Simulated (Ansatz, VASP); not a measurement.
**One calculation of BaTlI3, two programs**

```
Tl Ba I
1.0
     6.67574    0.00000    0.00000
     0.00000    6.67574    0.00000
     0.00000    0.00000    6.67574
Tl Ba I
1 1 3
Direct
  0.00000 0.00000 0.00000
  0.50000 0.50000 0.50000
  0.50000 0.50000 0.00000
  0.50000 0.00000 0.50000
  0.00000 0.50000 0.50000
```

Alike in both runs: task single point; functional PBE; k mesh 4 × 4 × 4; occupations fermi-dirac, width 0.02 eV; no spin polarisation.

|  | VASP | Ansatz |
| --- | --- | --- |
| version | VASP 6.6.1 | Ansatz 0.2.0 |
| potentials or method | VASP PAW PBE potentials, release 64 (Tl_d, Ba_sv, I) | plane waves, PAW |
| plane-wave cutoff (eV) | 520 | 420 |
| valence electrons in the cell | 44 | 74 |

|  | VASP | Ansatz | Ansatz less VASP |
| --- | --- | --- | --- |
| gap on the k mesh at the Fermi level (eV) | 2.42 | 2.42 | +0.001 |
| pressure (GPa) | 0.4 | 0.2 | -0.16 |

The functional is the same, so the differences come from potentials, cutoffs and numerics. VASP's potentials hold 44 valence electrons a cell and Ansatz's 74, so a difference there can come from the potentials and not from the codes.

Spin-orbit coupling is off throughout.
